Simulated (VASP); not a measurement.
# MoSe (F-43m) in VASP: a series of runs, part 2 of 2

VASP 6.6.1.

### Step 3. Single point, PBE, collinear spin

This run uses another cell than the first one, of 19.88 Å³/atom.

The input, INCAR:

```
PREC = Accurate
ENCUT = 520
EDIFF = 1E-7
ISMEAR = 0
SIGMA = 0.1
LREAL = F
LASPH = T
NELM = 150
ALGO = Normal
ISIF = 2
LWAVE = F
LCHARG = F
ISPIN = 2
MAGMOM = 2 0
LORBIT = 11
LMAXMIX = 4
GGA = PE
NBANDS = 21
```

The input, KPOINTS:

```
regular mesh
0
Gamma
  6 6 6
```

The input, POSCAR:

```
MoSe
1.0
    0.0000000000      2.7087542727      2.7087542727
    2.7087542727      0.0000000000      2.7087542727
    2.7087542727      2.7087542727      0.0000000000
Mo Se
1 1
Direct
    0.0000000000      0.0000000000      0.0000000000
    0.2500000000      0.2500000000      0.2500000000
```

Potentials or basis: VASP PAW PBE potentials, release 64 (Mo_sv, Se).

Command:

```console
$ cat potpaw_PBE.64/Mo_sv/POTCAR potpaw_PBE.64/Se/POTCAR > POTCAR
$ mpirun -np 1 vasp_std > vasp.out
```

OUTCAR:

```text
PREC = Accurate
   ENCUT = 520
   EDIFF = 1E-7
   ISMEAR = 0
   LREAL = F
   LASPH = T
   NELM = 150
   ISIF = 2
   ISPIN = 2
   LORBIT = 11
   GGA = PE

 ion  position               nearest neighbor table
   1  0.000  0.000  0.000-   2 2.35   2 2.35   2 2.35   2 2.35
   2  0.250  0.250  0.250-   1 2.35   1 2.35   1 2.35   1 2.35

  LATTYP: Found a face centered cubic cell.
 ALAT       =     5.4175085454

  Lattice vectors:

 A1 = (   0.0000000000,   2.7087542727,   2.7087542727)
 A2 = (   2.7087542727,   0.0000000000,   2.7087542727)
 A3 = (   2.7087542727,   2.7087542727,   0.0000000000)

Analysis of symmetry for initial positions (statically):
=====================================================================
 Subroutine PRICEL returns:
 Original cell was already a primitive cell.

 Routine SETGRP: Setting up the symmetry group for a
 face centered cubic supercell.

[... 570 lines left out ...]
      2     -26.9941      1.00000
      3     -26.9941      1.00000
      4     -26.9941      1.00000
      5      -7.5571      1.00000
      6       2.3796      1.00000
[... 373 lines left out ...]
     20      23.2637      0.00000
     21      23.3704      0.00000

------------------------ aborting loop because EDIFF is reached ----------------------------------------

  FORCE on cell =-STRESS in cart. coord.  units (eV):
  Direction    XX          YY          ZZ          XY          YZ          ZX
  --------------------------------------------------------------------------------------
  -------------------------------------------------------------------------------------
  Total        4.6407910      4.6407910      4.6407910      0.0000000     -0.0000000      0.0000000
  in kB      187.0526095    187.0526095    187.0526095      0.0000000     -0.0000000      0.0000000
  external PRESSURE =     187.0526095 kB  Pullay stress =       0.0000000 kB

 VOLUME and BASIS-vectors are now :
 -----------------------------------------------------------------------------
  energy-cutoff  :      520.00
  volume of cell :       39.75
      direct lattice vectors                 reciprocal lattice vectors
     0.000000000  2.708754273  2.708754273    -0.184586695  0.184586695  0.184586695
     2.708754273  0.000000000  2.708754273     0.184586695 -0.184586695  0.184586695
     2.708754273  2.708754273  0.000000000     0.184586695  0.184586695 -0.184586695

 POSITION                                       TOTAL-FORCE (eV/Angst)
 -----------------------------------------------------------------------------------
      0.00000      0.00000      0.00000         0.000000      0.000000      0.000000
      1.35438      1.35438      1.35438        -0.000000     -0.000000     -0.000000
 -----------------------------------------------------------------------------------
    total drift:                               -0.000000     -0.000000     -0.000000

  FREE ENERGIE OF THE ION-ELECTRON SYSTEM (eV)
  ---------------------------------------------------
  free  energy   TOTEN  =       -13.1796003708 eV

  energy  without entropy=      -13.1671400403  energy(sigma->0) =      -13.17337021

 total charge

# of ion       s       p       d       tot
------------------------------------------
    1        2.284   6.135   4.312  12.731
    2        1.436   2.489   0.187   4.112
--------------------------------------------------
tot          3.720   8.623   4.499  16.843

 magnetization (x)

# of ion       s       p       d       tot
------------------------------------------
    1        0.013   0.003   0.324   0.340
    2       -0.001  -0.008   0.010   0.000
--------------------------------------------------
tot          0.012  -0.005   0.334   0.341
```

OSZICAR:

```text
N       E                     dE             d eps       ncg     rms          rms(c)
DAV:   1     0.146772350325E+03    0.14677E+03   -0.10199E+04  1352   0.908E+02
DAV:   2    -0.921148662497E+01   -0.15598E+03   -0.15073E+03  1550   0.268E+02
[... 11 lines left out ...]
DAV:  14    -0.131795662655E+02   -0.16542E-03   -0.45662E-04  1489   0.923E-02    0.328E-02
DAV:  15    -0.131795416247E+02    0.24641E-04   -0.67116E-05  1424   0.382E-02    0.287E-02
DAV:  16    -0.131795988479E+02   -0.57223E-04   -0.33363E-04  1444   0.762E-02    0.714E-03
DAV:  17    -0.131795997224E+02   -0.87451E-06   -0.25861E-05  1579   0.233E-02    0.415E-03
DAV:  18    -0.131796003306E+02   -0.60820E-06   -0.34364E-06  1459   0.826E-03    0.129E-03
DAV:  19    -0.131796003708E+02   -0.40160E-07   -0.33814E-08   892   0.105E-03
   1 F= -.13179600E+02 E0= -.13173370E+02  d E =-.124603E-01  mag=     0.3845
```

stdout:

```text
POSCAR found type information on POSCAR MoSe
 POSCAR found :  2 types and       2 ions
 scaLAPACK will be used
 LDA part: xc-table for (Slater+PW92), standard interpolation
 POSCAR, INCAR and KPOINTS ok, starting setup
 FFT: planning ... GRIDC
 FFT: planning ... GRID_SOFT
 FFT: planning ... GRID
 WAVECAR not read
 entering main loop
```

Wall time 64 s (1 thread of Intel Xeon 8259CL, shared host); peak memory 0.18 GiB.

Results:

| Quantity | Value |
| --- | --- |
| Free energy | -13.1796 eV |
| Pressure | 18.7 GPa |
| Net moment | 0.38 μB per cell |
| Site moments | Mo +0.34; Se +0.00 μB |
| Valence electrons inside the program's atomic spheres | Mo 12.73; Se 4.11 |

Caveat: the cell stands under pressure.

### Step 4. Single point, PBE, collinear spin

The input, INCAR:

```
PREC = Accurate
ENCUT = 520
EDIFF = 1E-6
ISMEAR = 0
SIGMA = 0.1
LREAL = False
LASPH = True
NELM = 150
ALGO = Normal
ISIF = 2
LWAVE = False
LCHARG = False
ISPIN = 2
MAGMOM = 0.28 0
LORBIT = 11
LMAXMIX = 4
GGA = PE
NBANDS = 21
```

KPOINTS is that of step 3.

The input, POSCAR:

```
MoSe
1.0
    0.0000000000      2.8400732036      2.8400732036
    2.8400732036      0.0000000000      2.8400732036
    2.8400732036      2.8400732036      0.0000000000
Mo Se
1 1
Direct
    0.0000000000      0.0000000000      0.0000000000
    0.2500000000      0.2500000000      0.2500000000
```

Command:

```console
$ cat potpaw_PBE.64/Mo_sv/POTCAR potpaw_PBE.64/Se/POTCAR > POTCAR
$ mpirun -np 1 vasp_std > vasp.out
```

Run time: 74 s. Hardware: 1 thread of Intel Xeon 8259CL, shared host; peak memory 0.2 GiB.

Results (log left out):

* Free energy: -13.4954 eV
* Pressure: 0.2 GPa
* Net moment: 1.19 μB per cell
* Site moments: Mo +1.05; Se -0.01 μB
* Valence electrons inside the program's atomic spheres: Mo 12.43; Se 3.97

Levels at points of the mesh, in eV from the Fermi level:
Spin up:
```csv
k point,band 6,band 7,band 8,band 9,band 10,band 11,band 12,band 13,band 14,band 15
"(0.00, 0.00, 0.00)",-4.96,-4.96,-4.96,-1.04,-1.04,1.13,4.01,4.01,4.01,7.38
"(0.50, 0.00, 0.00)",-5.59,-4.60,-4.60,-0.69,-0.69,-0.31,2.04,2.04,3.68,8.01
"(0.50, 0.50, 0.00)",-6.10,-3.87,-3.87,-1.63,-0.34,-0.33,0.46,0.46,5.67,7.06
```
Spin down:
| k point | band 7 | band 8 | band 9 | band 10 | band 11 | band 12 |
| --- | --- | --- | --- | --- | --- | --- |
| (0.00, 0.00, 0.00) | -4.73 | -4.73 | -0.04 | -0.04 | 1.35 | 4.32 |
| (0.50, 0.00, 0.00) | -4.34 | -4.34 | 0.19 | 0.25 | 0.25 | 2.41 |
| (0.50, 0.50, 0.00) | -3.72 | -3.72 | -1.25 | 0.49 | 0.78 | 0.94 |

### Step 5. Single point, PBE

This run uses another cell than the first one, of 21.97 Å³/atom.

The input, INCAR:

```
SYSTEM = MoSe
PREC = Accurate ; ENCUT = 520
EDIFF = 1E-6 ; ISMEAR = 0
SIGMA = 0.1 ; LREAL = .FALSE.
LASPH = .TRUE. ; NELM = 100
ALGO = Normal ; ISIF = 2
LWAVE = .FALSE. ; LCHARG = .TRUE.
GGA = PE ; LELF = .TRUE.
LVHAR = .TRUE. ; NBANDS = 17
```

The input, KPOINTS:

```
Automatic mesh
0
G
  12 12 12
  0 0 0
```

The input, POSCAR:

```
MoSe
1.0
    0.0000000000      2.8009174703      2.8009174703
    2.8009174703      0.0000000000      2.8009174703
    2.8009174703      2.8009174703      0.0000000000
Mo Se
1 1
Direct
    0.0000000000      0.0000000000      0.0000000000
    0.2500000000      0.2500000000      0.2500000000
```

Command:

```console
$ cat potpaw_PBE.64/Mo_sv/POTCAR potpaw_PBE.64/Se/POTCAR > POTCAR
$ mpirun -np 1 vasp_std > vasp.out
```

Run time: 87 s. Hardware: 1 thread of Intel Xeon 8259CL, shared host; peak memory 0.21 GiB.

Results (log left out):

```
Free energy            : -13.4700 eV
Pressure               : 3.0 GPa
Band gap on the k mesh : zero (bands 10 and 11 overlap by 0.27 eV)
```

Levels at points of the mesh, in eV from the Fermi level:
| k point | band 8 | band 9 | band 10 | band 11 | band 12 | band 13 |
| --- | --- | --- | --- | --- | --- | --- |
| (0.00, 0.00, 0.00) | -4.98 | -0.55 | -0.55 | 1.36 | 4.43 | 4.43 |
| (0.50, 0.00, 0.00) | -4.59 | -0.20 | -0.20 | -0.01 | 2.37 | 2.37 |
| (0.50, 0.50, 0.00) | -3.84 | -1.52 | 0.13 | 0.27 | 0.77 | 0.77 |

Caveat: the cell stands under pressure.

### Step 6. The runs side by side

```csv
spin,fixed moment (μB),cell,k mesh,gap on the mesh (eV),pressure (GPa),moment (μB)
collinear,3.0,"a = 4.015 Å, angles 60.0°, 2 atoms",12 × 12 × 12,-,10.8,3.00
collinear,-,"a = 3.831 Å, angles 60.0°, 2 atoms",6 × 6 × 6,none,18.7,0.38
collinear,-,"a = 4.016 Å, angles 60.0°, 2 atoms",6 × 6 × 6,none,0.2,1.19
off,-,"a = 3.961 Å, angles 60.0°, 2 atoms",12 × 12 × 12,none,3.0,-
```

Alike in all rows: task single point; level PBE; potentials or basis VASP PAW PBE potentials, release 64 (Mo_sv, Se); cutoff (eV) 520; smearing gaussian 0.1 eV.

Caveats: the cell stands under pressure (at least some runs); the total moment is fixed, so each spin has its own Fermi level (at least some runs).

Total energies depend on the potentials used, so only differences within one code and one set of settings carry meaning.
